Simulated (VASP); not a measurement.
# SnSe2 (R-3m) in VASP: a series of runs

Aim: see how the results for SnSe2 move with the level of theory and the settings. Levels: PBE, r2SCAN. Tasks: single point.

Everything below comes from runs of VASP 6.6.1. Logs are shortened: lines on timing, memory, paths and dates and some standing lists are left out, and cuts for length are marked.

**1. The cell of the first run**

Symmetry: R-3m, No. 166, trigonal system. Conventional cell: a = 3.825 Å, b = 3.825 Å, c = 19.005 Å, α = 90.00°, β = 90.00°, γ = 120.00°. Within 3.6 Å of Sn (site symmetry -3m) lie 6 Se at 2.71 Å. Within 3.6 Å of Se (site symmetry 3m) lie 3 Sn at 2.71 Å.

**2. Single point, PBE**

INCAR reads:

```
SYSTEM = SnSe2
PREC = Accurate ; ENCUT = 500
EDIFF = 1E-6 ; ISMEAR = 0
SIGMA = 0.01 ; LREAL = .False.
LASPH = .True. ; NELM = 120
ALGO = Normal ; ISIF = 2
LWAVE = .False. ; LCHARG = .False.
GGA = PE ; NBANDS = 20
GGA_COMPAT = .False.
```

KPOINTS reads:

```
regular mesh
0
Gamma
  8 8 8
  0 0 0
```

POSCAR reads:

```
SnSe2
1.0
    1.9122916099      1.1040620758      6.3350941756
   -1.9122916099      1.1040620758      6.3350941756
    0.0000000000     -2.2081241515      6.3350941756
Sn Se
1 2
Direct
    0.0000000000      0.0000000000      0.0000000000
    0.2505568959      0.2505568959      0.2505568959
    0.7494431041      0.7494431041      0.7494431041
```

Potentials or basis: VASP PAW PBE potentials, release 64 (Sn_d, Se).

Run with:

```sh
> cat potpaw_PBE.64/Sn_d/POTCAR potpaw_PBE.64/Se/POTCAR > POTCAR
> mpirun -np 1 vasp_std > vasp.out
```

OUTCAR:

```text
SYSTEM = SnSe2
   PREC = Accurate
   ENCUT = 500
   EDIFF = 1E-6
   ISMEAR = 0
   LREAL = .False.
   LASPH = .True.
   NELM = 120
   ISIF = 2
   GGA = PE

 ion  position               nearest neighbor table
   1  0.000  0.000  0.000-   3 2.71   3 2.71   2 2.71   2 2.71   3 2.71   2 2.71
   2  0.251  0.251  0.251-   1 2.71   1 2.71   1 2.71
   3  0.749  0.749  0.749-   1 2.71   1 2.71   1 2.71

  LATTYP: Found a trigonal (rhomboedric) cell.
 ALAT       =     6.7088918967
 COS(alpha) =     0.8375062554

  Lattice vectors:

 A1 = (   1.9122916099,   1.1040620758,   6.3350941756)
 A2 = (  -1.9122916099,   1.1040620758,   6.3350941756)
 A3 = (   0.0000000000,  -2.2081241515,   6.3350941756)

Analysis of symmetry for initial positions (statically):
=====================================================================
 Subroutine PRICEL returns:
 Original cell was already a primitive cell.

 Routine SETGRP: Setting up the symmetry group for a
 trigonal (rhombohedral) supercell.

 Subroutine GETGRP returns: Found 12 space group operations
 (whereof 12 operations were pure point group operations)
 out of a pool of 12 trial point group operations.

The static configuration has the point symmetry D_3d.

Analysis of symmetry for dynamics (positions and initial velocities):
=====================================================================
 Subroutine PRICEL returns:
 Original cell was already a primitive cell.

 Routine SETGRP: Setting up the symmetry group for a
 trigonal (rhombohedral) supercell.

 Subroutine GETGRP returns: Found 12 space group operations
 (whereof 12 operations were pure point group operations)
 out of a pool of 12 trial point group operations.

The dynamic configuration has the point symmetry D_3d.

 Subroutine INISYM returns: Found 12 space group operations
 (whereof 12 operations are pure point group operations),
 and found     1 'primitive' translations

----------------------------------------------------------------------------------------

                                     Primitive cell

  volume of cell :      80.2513

  direct lattice vectors                    reciprocal lattice vectors
     1.912291610  1.104062076  6.335094176     0.261466398  0.150957696  0.052616950
    -1.912291610  1.104062076  6.335094176    -0.261466398  0.150957696  0.052616950
     0.000000000 -2.208124151  6.335094176     0.000000000 -0.301915391  0.052616950

  length of vectors
     6.708891897  6.708891897  6.708891897     0.306466061  0.306466061  0.306466061

  position of ions in fractional coordinates (direct lattice)
     0.000000000  0.000000000  0.000000000
     0.250556896  0.250556896  0.250556896
     0.749443104  0.749443104  0.749443104

  ion indices of the primitive-cell ions
   primitive index   ion index
                 1           1
                 2           2
                 3           3

----------------------------------------------------------------------------------------

 KPOINTS: regular mesh

Automatic generation of k-mesh.
 Grid dimensions read from file:
 generate k-points for:    8    8    8

 Generating k-lattice:

  Cartesian coordinates                     Fractional coordinates (reciprocal lattice)
     0.032683300  0.018869712  0.006577119     0.125000000  0.000000000  0.000000000
    -0.032683300  0.018869712  0.006577119     0.000000000  0.125000000  0.000000000
     0.000000000 -0.037739424  0.006577119     0.000000000  0.000000000  0.125000000

  Length of vectors
     0.038308258  0.038308258  0.038308258

  Shift w.r.t. Gamma in fractional coordinates (k-lattice)
     0.000000000  0.000000000  0.000000000

 Subroutine IBZKPT returns following result:
 ===========================================

 Found     65 irreducible k-points:

 Following reciprocal coordinates:
            Coordinates               Weight
  0.000000  0.000000  0.000000      1.000000
  0.125000  0.000000 -0.000000      6.000000
  0.250000  0.000000 -0.000000      6.000000
  0.375000 -0.000000 -0.000000      6.000000
  0.500000  0.000000 -0.000000      3.000000
  0.125000  0.125000 -0.000000      6.000000
[... 16 lines left out ...]
  0.250000  0.125000  0.125000      6.000000
  0.375000  0.125000  0.125000      6.000000
 [... further k-points ...]
   k-points           NKPTS =     65   k-points in BZ     NKDIM =     65   number of bands    NBANDS=     20
   number of dos      NEDOS =    301   number of ions     NIONS =      3
   total plane-waves  NPLWV = 125000
   dimension x,y,z NGX =    50 NGY =   50 NGZ =   50
   dimension x,y,z NGXF=   100 NGYF=  100 NGZF=  100
   ions per type =               1   2
   NGX,Y,Z   is equivalent  to a cutoff of  12.39, 12.39, 12.39 a.u.
   NGXF,Y,Z  is equivalent  to a cutoff of  24.78, 24.78, 24.78 a.u.
 SYSTEM =  SnSe2
   PREC   = accura    normal or accurate (medium, high low for compatibility)
   ISTART =      0    job   : 0-new  1-cont  2-samecut
   ICHARG =      2    charge: 1-file 2-atom 10-const
   ISPIN  =      1    spin polarized calculation?
   LNONCOLLINEAR =      F non collinear calculations
   LSORBIT =      F    spin-orbit coupling
   LASPH  =      T    aspherical Exc in radial PAW
   ENCUT  =  500.0 eV  36.75 Ry    6.06 a.u.  12.23 12.23 12.23*2*pi/ulx,y,z
   NELM   =    120;   NELMIN=  2; NELMDL= -5     # of ELM steps
   EDIFF  = 0.1E-05   stopping-criterion for ELM
   LREAL  =      F    real-space projection
   EDIFFG = 0.1E-04   stopping-criterion for IOM
   NSW    =      0    number of steps for IOM
   IBRION =     -1    ionic relax: 0-MD 1-quasi-New 2-CG
   NFREE  =      0    steps in history (QN), initial steepest desc. (CG)
   ISIF   =      2    stress and relaxation
   ISYM   =      2    0-nonsym 1-usesym 2-fastsym
   POTIM  = 0.5000    time-step for ionic-motion
   TEBEG  =    0.0;   TEEND  =   0.0 temperature during run
   PSTRESS=    0.0 pullay stress
   NELECT =      26.0000    total number of electrons
   NUPDOWN=      -1.0000    fix difference up-down
   EMIN   =  10.00;   EMAX   =-10.00  energy-range for DOS
   EFERMI =   0.00;   METHOD = LEGACY
   ISMEAR =     0;   SIGMA  =   0.01  broadening in eV -4-tet -1-fermi 0-gaus
   EFERMI_NEDOS =   21; number of points for ismear=-14 and -15
   IALGO  =     38    algorithm
   IMIX   =      4    mixing-type and parameters
     AMIX     =   0.40;   BMIX     =  1.00
     AMIX_MAG =   1.60;   BMIX_MAG =  1.00
  volume/ion in A,a.u.               =      26.75       180.52
  Fermi-wavevector in a.u.,A,eV,Ry     =   1.124386  2.124781 17.201072  1.264243
  Thomas-Fermi vector in A             =   2.261057
   LORBIT       =      0    0 simple, 1 ext, 2 COOP (PROOUT), +10 PAW based schemes
   GGA     = PE    functional components
   LHFCALC =     F    Hartree Fock is set to
   AEXX    =    0.0000 exact exchange contribution
   IVDW    =     0    specifies the selected vdW correction
   LEPSILON=     F    determine dielectric tensor
   LRPA    =     F    only Hartree local field effects (RPA)
 non-spin polarized calculation
 Gauss-broadening in eV      SIGMA  =   0.01
  energy-cutoff  :      500.00
  volume of cell :       80.25
 maximum number of plane-waves:      2057
 NGX is ok and might be reduce to    50
   NGX = 25   NGY = 25   NGZ = 25

 number of electron      26.0000004 magnetization

 Free energy of the ion-electron system (eV)
  ---------------------------------------------------
  ext. energy  EPLUGINS =         0.00000000
  ---------------------------------------------------
  free energy    TOTEN  =       -11.80910917 eV

  energy without entropy =      -11.80910917  energy(sigma->0) =      -11.80910917

 E-fermi :   3.8155     XC(G=0):  -9.2677

 val. band max:        3.7732760266   @ k =  -0.1250   0.1250   0.0000
 cond. band min:       4.0904179896   @ k =   0.5000   0.5000  -0.0000
 fundamental gap:      0.3171419630
 Fermi energy:         3.8155208976

 k-point     1 :       0.0000    0.0000    0.0000
  band No.  band energies     occupation
      1     -17.4645      2.00000
      2     -17.4645      2.00000
      3     -17.4284      2.00000
      4     -17.4166      2.00000
      5     -17.4166      2.00000
      6      -9.9812      2.00000
[... 12 lines left out ...]
     19      12.3041      0.00000
     20      12.3041      0.00000

 k-point     2 :       0.1250    0.0000   -0.0000
  band No.  band energies     occupation
      1     -17.4710      2.00000
      2     -17.4592      2.00000
      3     -17.4246      2.00000
      4     -17.4198      2.00000
      5     -17.4159      2.00000
      6      -9.8281      2.00000
[... 12 lines left out ...]
     19      12.4356      0.00000
     20      12.6281      0.00000

 k-point     3 :       0.2500    0.0000   -0.0000
  band No.  band energies     occupation
      1     -17.4889      2.00000
      2     -17.4492      2.00000
      3     -17.4294      2.00000
      4     -17.4114      2.00000
      5     -17.4111      2.00000
      6      -9.3933      2.00000
[... 12 lines left out ...]
     19      12.2141      0.00000
     20      13.3396      0.00000

 k-point     4 :       0.3750   -0.0000   -0.0000
  band No.  band energies     occupation
      1     -17.5082      2.00000
      2     -17.4446      2.00000
      3     -17.4363      2.00000
      4     -17.4009      2.00000
      5     -17.3994      2.00000
      6      -8.7796      2.00000
[... 12 lines left out ...]
     19      12.4685      0.00000
     20      13.7376      0.00000

 k-point     5 :       0.5000    0.0000   -0.0000
  band No.  band energies     occupation
      1     -17.5165      2.00000
      2     -17.4439      2.00000
      3     -17.4390      2.00000
      4     -17.3954      2.00000
      5     -17.3943      2.00000
      6      -8.3339      2.00000
[... 12 lines left out ...]
     19      12.7223      0.00000
     20      13.7294      0.00000
[... 353 lines left out ...]
      6      -8.4050      2.00000
[... 12 lines left out ...]
     19      13.1942      0.00000
     20      15.9455      0.00000

 k-point    22 :       0.1250    0.1250    0.1250
  band No.  band energies     occupation
      1     -17.4646      2.00000
      2     -17.4646      2.00000
      3     -17.4284      2.00000
      4     -17.4166      2.00000
      5     -17.4166      2.00000
      6      -9.9625      2.00000
[... 12 lines left out ...]
     19      12.3529      0.00000
     20      12.3529      0.00000

 k-point    23 :       0.2500    0.1250    0.1250
  band No.  band energies     occupation
      1     -17.4710      2.00000
      2     -17.4592      2.00000
      3     -17.4246      2.00000
      4     -17.4198      2.00000
      5     -17.4159      2.00000
      6      -9.7979      2.00000
[... 12 lines left out ...]
     19      12.3321      0.00000
     20      12.7785      0.00000

 k-point    24 :       0.3750    0.1250    0.1250
  band No.  band energies     occupation
      1     -17.4889      2.00000
      2     -17.4492      2.00000
      3     -17.4294      2.00000
      4     -17.4114      2.00000
      5     -17.4111      2.00000
      6      -9.3535      2.00000
[... 12 lines left out ...]
     19      11.8937      0.00000
     20      12.8888      0.00000

 [... further k-points ...]
[... 5 lines left out ...]
  --------------------------------------------------------------------------------------
  -------------------------------------------------------------------------------------
  Total        1.4277786      1.4277786      1.5623817      0.0000000      0.0000000      0.0000000
  in kB       28.5048999     28.5048999     31.1921846      0.0000000      0.0000000      0.0000000
  external PRESSURE =      29.4006614 kB  Pullay stress =       0.0000000 kB

 VOLUME and BASIS-vectors are now :
 -----------------------------------------------------------------------------
  energy-cutoff  :      500.00
  volume of cell :       80.25
      direct lattice vectors                 reciprocal lattice vectors
     1.912291610  1.104062076  6.335094176     0.261466398  0.150957696  0.052616950
    -1.912291610  1.104062076  6.335094176    -0.261466398  0.150957696  0.052616950
     0.000000000 -2.208124151  6.335094176     0.000000000 -0.301915391  0.052616950

 POSITION                                       TOTAL-FORCE (eV/Angst)
 -----------------------------------------------------------------------------------
      0.00000      0.00000      0.00000         0.000000      0.000000      0.000000
      0.00000      0.00000      4.76190        -0.000000     -0.000000     -0.258629
      0.00000      0.00000     14.24338        -0.000000      0.000000      0.258629
 -----------------------------------------------------------------------------------
    total drift:                               -0.000000     -0.000000      0.000000

  FREE ENERGIE OF THE ION-ELECTRON SYSTEM (eV)
  ---------------------------------------------------
  free  energy   TOTEN  =       -11.8091091730 eV

  energy  without entropy=      -11.8091091730  energy(sigma->0) =      -11.80910917
```

Run time: 5.7 min. Hardware: 1 thread of AMD EPYC 7R13, shared host; peak memory 0.36 GiB.

Results:

```yaml
Free_energy: -11.8091 eV
Pressure: 2.9 GPa
Largest_force: 0.259 eV/Å
Band_gap_on_the_k_mesh: 0.32 eV (least direct gap 0.54 eV)
```

Forces on the atoms (eV/Å):
```
Sn   0.000  0.000  0.000
Se   0.000  0.000 -0.259
Se   0.000  0.000  0.259
```

Stress tensor (GPa, compression positive):
```
2.85 0.00 0.00
0.00 2.85 0.00
0.00 0.00 3.12
```

Levels at points of the mesh, in eV from the valence-band top:
| k point | band 9 | band 10 | band 11 | band 12 | band 13 | band 14 | band 15 | band 16 | band 17 | band 18 |
| --- | --- | --- | --- | --- | --- | --- | --- | --- | --- | --- |
| (0.00, 0.00, 0.00) | -0.55 | -0.55 | -0.28 | -0.28 | -0.23 | 1.01 | 3.02 | 4.49 | 4.49 | 8.03 |
| (0.50, 0.00, 0.00) | -4.42 | -2.61 | -2.31 | -1.41 | -0.62 | 1.13 | 3.94 | 6.10 | 6.22 | 6.41 |
| (0.50, 0.50, 0.00) | -4.71 | -2.46 | -2.21 | -0.29 | -0.23 | 0.32 | 3.72 | 5.05 | 5.40 | 5.59 |
| (0.50, 0.50, 0.50) | -2.00 | -0.68 | -0.68 | -0.15 | -0.15 | 2.41 | 3.02 | 4.56 | 4.56 | 7.96 |

Caveat: spin-orbit coupling is left out, which moves the levels of the heavy elements. A k mesh can miss the band edges.

**3. Single point, r2SCAN**

POSCAR is that of step 2.

INCAR.step1 reads:

```
SYSTEM = SnSe2
PREC = Accurate ; ENCUT = 550
ISMEAR = 0 ; SIGMA = 0.01
LREAL = .False. ; LASPH = .True.
NELM = 120 ; NBANDS = 20
GGA = PE ; ALGO = Normal
EDIFF = 1E-5 ; LWAVE = .True.
LCHARG = .False. ; GGA_COMPAT = .False.
```

INCAR.step2 reads:

```
SYSTEM = SnSe2
PREC = Accurate ; ENCUT = 550
EDIFF = 1E-6 ; ISMEAR = 0
SIGMA = 0.01 ; LREAL = .False.
LASPH = .True. ; NELM = 120
ALGO = Normal ; ISIF = 2
LWAVE = .False. ; LCHARG = .False.
METAGGA = R2SCAN ; LMIXTAU = .True.
NBANDS = 20 ; ISTART = 1
GGA_COMPAT = .False.
```

KPOINTS reads:

```
Automatic mesh
0
Gamma
  8 8 8
  0 0 0
```

Potentials or basis: VASP PAW PBE potentials, release 64 (Sn_d, Se).

Run with:

```sh
> cat potpaw_PBE.64/Sn_d/POTCAR potpaw_PBE.64/Se/POTCAR > POTCAR
> cp INCAR.step1 INCAR
> mpirun -np 1 vasp_std > vasp.out
> cp INCAR.step2 INCAR
> mpirun -np 1 vasp_std > vasp.out
```

Wall time 43 min (1 thread of AMD EPYC 7R13, shared host); peak memory 0.46 GiB.

The run converged. Its results:

| Quantity | Value |
| --- | --- |
| Free energy | -54.6159 eV |
| Pressure | 1.0 GPa |
| Largest force | 0.014 eV/Å |
| Band gap on the k mesh | 0.59 eV (least direct gap 0.82 eV) |

Forces on the atoms (eV/Å):
```
Sn   0.000  0.000  0.000
Se   0.000  0.000  0.014
Se   0.000  0.000 -0.014
```

Levels at points of the mesh, in eV from the valence-band top:
```csv
k point,band 11,band 12,band 13,band 14,band 15,band 16
"(0.00, 0.00, 0.00)",-0.28,-0.28,-0.22,1.45,3.54,4.90
"(0.50, 0.00, 0.00)",-2.38,-1.41,-0.62,1.41,4.40,6.58
"(0.50, 0.50, 0.00)",-2.24,-0.30,-0.23,0.59,4.25,5.57
"(0.50, 0.50, 0.50)",-0.70,-0.15,-0.15,2.79,3.57,4.98
```

Caveat: the PAW data sets were made with another functional, which shifts forces and pressure a little; spin-orbit coupling is left out, which moves the levels of the heavy elements. A k mesh can miss the band edges.
